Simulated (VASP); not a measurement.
Write the native input for VASP 6.6.1 that does the following.

* Task: single point
* Functional: revPBE
* Dispersion: D3(BJ)
* Potentials or basis: VASP PAW PBE potentials, release 64 (Si)
* Cutoff: 520 eV
* k mesh: 8 × 8 × 8
* Occupations: fermi-dirac, width 0.05 eV
* Spin: no spin polarisation
* Dipole correction: no
* Further INCAR settings: ALGO = Normal; EDIFF = 1e-06; NBANDS = 11

The structure of Si lies in POSCAR:

```
Si
1.0
    0.0000000000      2.7035831784      2.7035831784
    2.7035831784      0.0000000000      2.7035831784
    2.7035831784      2.7035831784      0.0000000000
Si
2
Direct
    0.5000000000      0.5000000000      0.5000000000
    0.7500000000      0.7500000000      0.7500000000
```

One way to write it, as run:

INCAR

```
SYSTEM = Si
ALGO = Normal
EDIFF = 1E-6
ENCUT = 520
GGA = RE
ISIF = 2
ISMEAR = -1
IVDW = 12
LASPH = .True.
LCHARG = .True.
LELF = .True.
LREAL = .False.
LVHAR = .True.
LWAVE = .False.
NBANDS = 11
NELM = 100
PREC = Accurate
SIGMA = 0.05
```

KPOINTS

```
k-points
0
Gamma
  8 8 8
  0 0 0
```

Potentials or basis: VASP PAW PBE potentials, release 64 (Si).

Command:

```sh
$ cat potpaw_PBE.64/Si/POTCAR > POTCAR
$ mpirun -np 1 vasp_std > vasp.out
```

Results of the run:

| Property | Result |
| --- | --- |
| Pressure | -0.9 GPa |
| Band gap on the k mesh | 0.63 eV, indirect (least direct gap 2.57 eV) |
| Dispersion energy per atom | -0.623 eV |

Caveat: the PAW data sets were made with another functional, which shifts forces and pressure a little.

Run time: 6.5 s on 1 thread of Intel(R) Xeon(R) 6975P-C (Granite Rapids), with other jobs on the host, peak memory 0.15 GiB.
